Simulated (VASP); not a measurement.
# CsBr (Pm-3m) in VASP: a series of runs

Runs on CsBr. Level: r2SCAN. Tasks: single point, relaxation of the atoms.

Everything below comes from runs of VASP 6.6.1. Logs are shortened: lines on timing, memory, paths and dates and some standing lists are left out, and cuts for length are marked.

## 1. The cell of the first run

The structure is cubic, space group Pm-3m (No. 221). Conventional cell: a = 4.138 Å, b = 4.138 Å, c = 4.138 Å, α = 90.00°, β = 90.00°, γ = 90.00°. Within 4.7 Å of Cs (site symmetry m-3m) lie 8 Br at 3.58 Å and 6 Cs at 4.14 Å. Br (site symmetry m-3m) has 8 Cs at 3.58 Å and 6 Br at 4.14 Å within 4.7 Å.

## 2. Single point, r2SCAN

Contents of POSCAR:

```
CsBr
1.0
    4.1380875024      0.0000000000      0.0000000000
    0.0000000000      4.1380875024      0.0000000000
    0.0000000000      0.0000000000      4.1380875024
Cs Br
1 1
Direct
    0.0000000000      0.0000000000      0.0000000000
    0.5000000000      0.5000000000      0.5000000000
```

Contents of INCAR.step1:

```
PREC = Accurate
ENCUT = 550
ISMEAR = -1
SIGMA = 0.03
LREAL = False
LASPH = True
NELM = 120
NBANDS = 15
GGA = PE
ALGO = Normal
EDIFF = 1E-5
LWAVE = True
LCHARG = False
GGA_COMPAT = False
```

Contents of INCAR.step2:

```
PREC = Accurate
ENCUT = 550
EDIFF = 1E-6
ISMEAR = -1
SIGMA = 0.03
LREAL = False
LASPH = True
NELM = 120
ALGO = Normal
ISIF = 2
LWAVE = False
LCHARG = False
METAGGA = R2SCAN
LMIXTAU = True
NBANDS = 15
ISTART = 1
GGA_COMPAT = False
```

Contents of KPOINTS:

```
regular mesh
0
Gamma
  7 7 7
```

Potentials or basis: VASP PAW PBE potentials, release 64 (Cs_sv, Br).

Run with:

```
> cat potpaw_PBE.64/Cs_sv/POTCAR potpaw_PBE.64/Br/POTCAR > POTCAR
> cp INCAR.step1 INCAR
> mpirun -np 1 vasp_std > vasp.out
> cp INCAR.step2 INCAR
> mpirun -np 1 vasp_std > vasp.out
```

OUTCAR:

```text
PREC = Accurate
   ENCUT = 550
   EDIFF = 1E-6
   ISMEAR = -1
   LREAL = False
   LASPH = True
   NELM = 120
   ISIF = 2
   METAGGA = R2SCAN
   ISTART = 1

 ion  position               nearest neighbor table
   1  0.000  0.000  0.000-
   2  0.500  0.500  0.500-

  LATTYP: Found a simple cubic cell.
 ALAT       =     4.1380875024

  Lattice vectors:

 A1 = (   4.1380875024,   0.0000000000,   0.0000000000)
 A2 = (   0.0000000000,   4.1380875024,   0.0000000000)
 A3 = (   0.0000000000,   0.0000000000,   4.1380875024)

Analysis of symmetry for initial positions (statically):
=====================================================================
 Subroutine PRICEL returns:
 Original cell was already a primitive cell.

 Routine SETGRP: Setting up the symmetry group for a
 simple cubic supercell.

 Subroutine GETGRP returns: Found 48 space group operations
 (whereof 48 operations were pure point group operations)
 out of a pool of 48 trial point group operations.

The static configuration has the point symmetry O_h .

Analysis of symmetry for dynamics (positions and initial velocities):
=====================================================================
 Subroutine PRICEL returns:
 Original cell was already a primitive cell.

 Routine SETGRP: Setting up the symmetry group for a
 simple cubic supercell.

 Subroutine GETGRP returns: Found 48 space group operations
 (whereof 48 operations were pure point group operations)
 out of a pool of 48 trial point group operations.

The dynamic configuration has the point symmetry O_h .

 Subroutine INISYM returns: Found 48 space group operations
 (whereof 48 operations are pure point group operations),
 and found     1 'primitive' translations

----------------------------------------------------------------------------------------

                                     Primitive cell

  volume of cell :      70.8597

  direct lattice vectors                    reciprocal lattice vectors
     4.138087502  0.000000000  0.000000000     0.241657529  0.000000000  0.000000000
     0.000000000  4.138087502  0.000000000     0.000000000  0.241657529  0.000000000
     0.000000000  0.000000000  4.138087502     0.000000000  0.000000000  0.241657529

  length of vectors
     4.138087502  4.138087502  4.138087502     0.241657529  0.241657529  0.241657529
[... 82 lines left out ...]
   ISIF   =      2    stress and relaxation
   ISYM   =      2    0-nonsym 1-usesym 2-fastsym
   POTIM  = 0.5000    time-step for ionic-motion
   TEBEG  =    0.0;   TEEND  =   0.0 temperature during run
   PSTRESS=    0.0 pullay stress
   NELECT =      16.0000    total number of electrons
   NUPDOWN=      -1.0000    fix difference up-down
   EMIN   =  10.00;   EMAX   =-10.00  energy-range for DOS
   EFERMI =   0.00;   METHOD = LEGACY
   ISMEAR =    -1;   SIGMA  =   0.03  broadening in eV -4-tet -1-fermi 0-gaus
   EFERMI_NEDOS =   21; number of points for ismear=-14 and -15
   IALGO  =     38    algorithm
   IMIX   =      4    mixing-type and parameters
     AMIX     =   0.40;   BMIX     =  1.00
     AMIX_MAG =   1.60;   BMIX_MAG =  1.00
  volume/ion in A,a.u.               =      35.43       239.09
  Fermi-wavevector in a.u.,A,eV,Ry     =   0.996893  1.883854 13.521407  0.993795
  Thomas-Fermi vector in A             =   2.129012
   LORBIT       =      0    0 simple, 1 ext, 2 COOP (PROOUT), +10 PAW based schemes
   METAGGA = R2SCAN    functional components
   LHFCALC =     F    Hartree Fock is set to
   AEXX    =    0.0000 exact exchange contribution
   IVDW    =     0    specifies the selected vdW correction
   LEPSILON=     F    determine dielectric tensor
   LRPA    =     F    only Hartree local field effects (RPA)
 non-spin polarized calculation
  energy-cutoff  :      550.00
  volume of cell :       70.86
 maximum number of plane-waves:      2103
 NGX is ok and might be reduce to    32
   NGX = 15   NGY = 15   NGZ = 15

 number of electron      16.0000002 magnetization

 Free energy of the ion-electron system (eV)
  ---------------------------------------------------
  ext. energy  EPLUGINS =         0.00000000
  ---------------------------------------------------
  free energy    TOTEN  =       -42.24326232 eV

  energy without entropy =      -42.24326232  energy(sigma->0) =      -42.24326232

 E-fermi :   0.5957     XC(G=0):  -8.9637

 val. band max:       -0.0509021000   @ k =   0.0000   0.0000   0.0000
 cond. band min:       5.1806245230   @ k =   0.0000   0.0000   0.0000
 fundamental gap:      5.2315266230
 Fermi energy:         0.5956773855

 k-point     1 :       0.0000    0.0000    0.0000
  band No.  band energies     occupation
      1     -20.2763      2.00000
      2     -13.0290      2.00000
      3      -6.4380      2.00000
      4      -6.4380      2.00000
      5      -6.4380      2.00000
      6      -0.0509      2.00000
      7      -0.0509      2.00000
      8      -0.0509      2.00000
      9       5.1806      0.00000
     10       5.1806      0.00000
     11       5.7175      0.00000
     12      10.0591      0.00000
     13      10.0591      0.00000
     14      10.0591      0.00000
[... 329 lines left out ...]
      2     -12.8127      2.00000
      3      -6.9707      2.00000
      4      -6.9443      2.00000
      5      -6.9443      2.00000
      6      -1.4551      2.00000
      7      -1.4551      2.00000
      8      -1.3224      2.00000
      9       8.5747      0.00000
     10       9.1891      0.00000
     11       9.1891      0.00000
     12      10.1934      0.00000
     13      10.1934      0.00000
     14      10.4826      0.00000
     15      12.9653      0.00000

------------------------ aborting loop because EDIFF is reached ----------------------------------------

  FORCE on cell =-STRESS in cart. coord.  units (eV):
  Direction    XX          YY          ZZ          XY          YZ          ZX
  --------------------------------------------------------------------------------------
  -------------------------------------------------------------------------------------
  Total        1.3015059      1.3015059      1.3015059      0.0000000      0.0000000      0.0000000
  in kB       29.4277943     29.4277943     29.4277943      0.0000000      0.0000000      0.0000000
  external PRESSURE =      29.4277943 kB  Pullay stress =       0.0000000 kB

 VOLUME and BASIS-vectors are now :
 -----------------------------------------------------------------------------
  energy-cutoff  :      550.00
  volume of cell :       70.86
      direct lattice vectors                 reciprocal lattice vectors
     4.138087502  0.000000000  0.000000000     0.241657529  0.000000000  0.000000000
     0.000000000  4.138087502  0.000000000     0.000000000  0.241657529  0.000000000
     0.000000000  0.000000000  4.138087502     0.000000000  0.000000000  0.241657529

 POSITION                                       TOTAL-FORCE (eV/Angst)
 -----------------------------------------------------------------------------------
      0.00000      0.00000      0.00000         0.000000      0.000000      0.000000
      2.06904      2.06904      2.06904         0.000000      0.000000      0.000000
 -----------------------------------------------------------------------------------
    total drift:                                0.000000      0.000000     -0.000000

  FREE ENERGIE OF THE ION-ELECTRON SYSTEM (eV)
  ---------------------------------------------------
  free  energy   TOTEN  =       -42.2432623169 eV

  energy  without entropy=      -42.2432623169  energy(sigma->0) =      -42.24326232
```

OUTCAR.step1:

```text
PREC = Accurate
   ENCUT = 550
   ISMEAR = -1
   LREAL = False
   LASPH = True
[... 574 lines left out ...]
      0.00000      0.00000      0.00000         0.000000      0.000000      0.000000
      2.06904      2.06904      2.06904         0.000000      0.000000      0.000000
 -----------------------------------------------------------------------------------
    total drift:                                0.000000      0.000000     -0.000000

  FREE ENERGIE OF THE ION-ELECTRON SYSTEM (eV)
  ---------------------------------------------------
  free  energy   TOTEN  =        -5.8968435486 eV

  energy  without entropy=       -5.8968435486  energy(sigma->0) =       -5.89684355
```

OSZICAR.step1:

```text
N       E                     dE             d eps       ncg     rms          rms(c)
DAV:   1     0.908415325655E+02    0.90842E+02   -0.69106E+03   600   0.955E+02
DAV:   2     0.602956453363E+00   -0.90239E+02   -0.81690E+02   851   0.160E+02
DAV:   3    -0.608747927177E+01   -0.66904E+01   -0.66707E+01   754   0.481E+01
DAV:   4    -0.613762746913E+01   -0.50148E-01   -0.50143E-01   691   0.494E+00
DAV:   5    -0.613788946705E+01   -0.26200E-03   -0.26200E-03   789   0.367E-01    0.187E+00
DAV:   6    -0.592671391662E+01    0.21118E+00   -0.19347E-01   726   0.254E+00    0.108E+00
DAV:   7    -0.589415914914E+01    0.32555E-01   -0.12510E-01   747   0.190E+00    0.597E-01
DAV:   8    -0.589697427588E+01   -0.28151E-02   -0.12640E-02   663   0.658E-01    0.990E-02
DAV:   9    -0.589676506512E+01    0.20921E-03   -0.93645E-04   789   0.186E-01    0.640E-02
DAV:  10    -0.589683834586E+01   -0.73281E-04   -0.19492E-04   642   0.835E-02    0.180E-02
DAV:  11    -0.589684354862E+01   -0.52028E-05   -0.31977E-05   747   0.344E-02
   1 F= -.58968435E+01 E0= -.58968435E+01  d E =-.158195E-10
```

Wall time 82 s (1 thread of Intel Xeon 8259CL, shared host); peak memory 0.19 GiB.

What came out:

```yaml
Free_energy: -42.2433 eV
Pressure: 2.9 GPa
Band_gap_on_the_k_mesh: 5.23 eV
```

Levels at points of the mesh, in eV from the valence-band top:
```csv
k point,band 5,band 6,band 7,band 8,band 9,band 10,band 11,band 12
"(0.00, 0.00, 0.00)",-6.39,0.00,0.00,0.00,5.23,5.23,5.77,10.11
```

Caveat: the PAW data sets were made with another functional, which shifts forces and pressure a little; spin-orbit coupling is left out, which moves the levels of the heavy elements; an odd mesh through Γ misses points on the zone boundary, where band edges can lie.

## 3. Single point, r2SCAN

This run uses another cell than the first one, of 39.37 Å³/atom.

Contents of POSCAR:

```
CsBr
1.0
    4.2860000000      0.0000000000      0.0000000000
    0.0000000000      4.2860000000      0.0000000000
    0.0000000000      0.0000000000      4.2860000000
Cs Br
1 1
Direct
    0.0000000000      0.0000000000      0.0000000000
    0.5000000000      0.5000000000      0.5000000000
```

Contents of INCAR.step1:

```
PREC     = Accurate       # precision mode
ENCUT    = 550            # plane-wave cutoff, eV
ISMEAR   = -1             # smearing method
SIGMA    = 0.03           # smearing width, eV
LREAL    = False          # projectors in reciprocal space
LASPH    = True           # aspherical terms in the spheres
NELM     = 120            # most SCF steps
NBANDS   = 15             # bands
GGA      = PE             # functional
ALGO     = Normal         # electronic algorithm
EDIFF    = 1E-5           # SCF threshold, eV
LWAVE    = True           # write WAVECAR
LCHARG   = False          # write CHGCAR
GGA_COMPAT= False
```

Contents of INCAR.step2:

```
PREC     = Accurate       # precision mode
ENCUT    = 550            # plane-wave cutoff, eV
EDIFF    = 1E-6           # SCF threshold, eV
ISMEAR   = -1             # smearing method
SIGMA    = 0.03           # smearing width, eV
LREAL    = False          # projectors in reciprocal space
LASPH    = True           # aspherical terms in the spheres
NELM     = 120            # most SCF steps
ALGO     = Normal         # electronic algorithm
ISIF     = 2              # what is computed and relaxed
LWAVE    = False          # write WAVECAR
LCHARG   = True           # write CHGCAR
METAGGA  = R2SCAN         # meta-GGA
LMIXTAU  = True         
LELF     = True           # ELF
LVHAR    = True         
NBANDS   = 15             # bands
ISTART   = 1            
GGA_COMPAT= False
```

KPOINTS is that of step 2.

Potentials or basis: VASP PAW PBE potentials, release 64 (Cs_sv, Br).

Run with:

```
> cat potpaw_PBE.64/Cs_sv/POTCAR potpaw_PBE.64/Br/POTCAR > POTCAR
> cp INCAR.step1 INCAR
> mpirun -np 1 vasp_std > vasp.out
> cp INCAR.step2 INCAR
> mpirun -np 1 vasp_std > vasp.out
```

Run time: 2.2 min. Hardware: 1 thread of Intel Xeon 8259CL, shared host; peak memory 0.22 GiB.

Results (log left out):

```
Free energy            : -42.3220 eV
Pressure               : 0.5 GPa
Band gap on the k mesh : 5.29 eV
```

Levels at points of the mesh, in eV from the valence-band top:
```
           k point  band 4  band 5  band 6  band 7  band 8  band 9  band 10  band 11  band 12  band 13
(0.00, 0.00, 0.00)   -6.52   -6.52    0.00    0.00    0.00    5.29     5.40     5.40     9.82     9.82
```

Caveat: the PAW data sets were made with another functional, which shifts forces and pressure a little; spin-orbit coupling is left out, which moves the levels of the heavy elements; an odd mesh through Γ misses points on the zone boundary, where band edges can lie.

## 4. Relaxation of the atoms, r2SCAN

This run uses another cell than the first one, of 19.68 Å³/atom.

Contents of POSCAR:

```
CsBr
1.0
    3.4018004544      0.0000000000      0.0000000000
    0.0000000000      3.4018004544      0.0000000000
    0.0000000000      0.0000000000      3.4018004544
Cs Br
1 1
Direct
    0.0000000000      0.0000000000      0.0000000000
    0.5000000000      0.5000000000      0.5000000000
```

Contents of INCAR.step1:

```
SYSTEM = CsBr
ALGO     = Normal         ! electronic algorithm
EDIFF    = 1E-5           ! SCF threshold, eV
EDIFFG   = -0.01          ! ionic threshold
ENCUT    = 500            ! plane-wave cutoff, eV
GGA      = PE             ! functional
GGA_COMPAT= .False.      
IBRION   = 2              ! ionic algorithm
ISMEAR   = -1             ! smearing method
LASPH    = .True.         ! aspherical terms in the spheres
LCHARG   = .False.        ! write CHGCAR
LREAL    = .False.        ! projectors in reciprocal space
LWAVE    = .True.         ! write WAVECAR
NELM     = 120            ! most SCF steps
NELMIN   = 4            
NSW      = 100            ! ionic steps
PREC     = Accurate       ! precision mode
SIGMA    = 0.03           ! smearing width, eV
```

Contents of INCAR.step2:

```
SYSTEM = CsBr
ALGO     = Normal         ! electronic algorithm
EDIFF    = 1E-7           ! SCF threshold, eV
EDIFFG   = -0.01          ! ionic threshold
ENCUT    = 500            ! plane-wave cutoff, eV
GGA_COMPAT= .False.      
IBRION   = 2              ! ionic algorithm
ISIF     = 2              ! what is computed and relaxed
ISMEAR   = -1             ! smearing method
ISTART   = 1            
LASPH    = .True.         ! aspherical terms in the spheres
LCHARG   = .False.        ! write CHGCAR
LMIXTAU  = .True.       
LREAL    = .False.        ! projectors in reciprocal space
LWAVE    = .False.        ! write WAVECAR
METAGGA  = R2SCAN         ! meta-GGA
NELM     = 120            ! most SCF steps
NELMIN   = 4            
NSW      = 50             ! ionic steps
PREC     = Accurate       ! precision mode
SIGMA    = 0.03           ! smearing width, eV
```

Contents of KPOINTS:

```
k-points
0
Gamma
  7 7 7
  0 0 0
```

Run with:

```
> cat potpaw_PBE.64/Cs_sv/POTCAR potpaw_PBE.64/Br/POTCAR > POTCAR
> cp INCAR.step1 INCAR
> mpirun -np 1 vasp_std > vasp.out
> cp INCAR.step2 INCAR
> mpirun -np 1 vasp_std > vasp.out
```

Run time: 80 s. Hardware: 1 thread of Intel Xeon 8259CL, shared host; peak memory 0.16 GiB.

Results (log left out):

| Property | Result |
| --- | --- |
| Free energy | -37.9183 eV |
| Pressure after relaxing | 68.1 GPa |
| Band gap on the k mesh | 2.32 eV |

Final structure:
```
CELL_PARAMETERS angstrom
3.40180 0.00000 0.00000
0.00000 3.40180 0.00000
0.00000 0.00000 3.40180
ATOMIC_POSITIONS crystal
Cs 0.00000 0.00000 0.00000
Br 0.50000 0.50000 0.50000
```

Levels at points of the mesh, in eV from the valence-band top:
| k point | band 4 | band 5 | band 6 | band 7 | band 8 | band 9 | band 10 | band 11 | band 12 |
| --- | --- | --- | --- | --- | --- | --- | --- | --- | --- |
| (0.00, 0.00, 0.00) | -7.60 | -7.60 | 0.00 | 0.00 | 0.00 | 2.32 | 2.32 | 10.17 | 10.57 |

Caveat: the relaxation stopped at its first step, so nothing moved; the PAW data sets were made with another functional, which shifts forces and pressure a little; spin-orbit coupling is left out, which moves the levels of the heavy elements; an odd mesh through Γ misses points on the zone boundary, where band edges can lie.

[end of part 1 of 2]
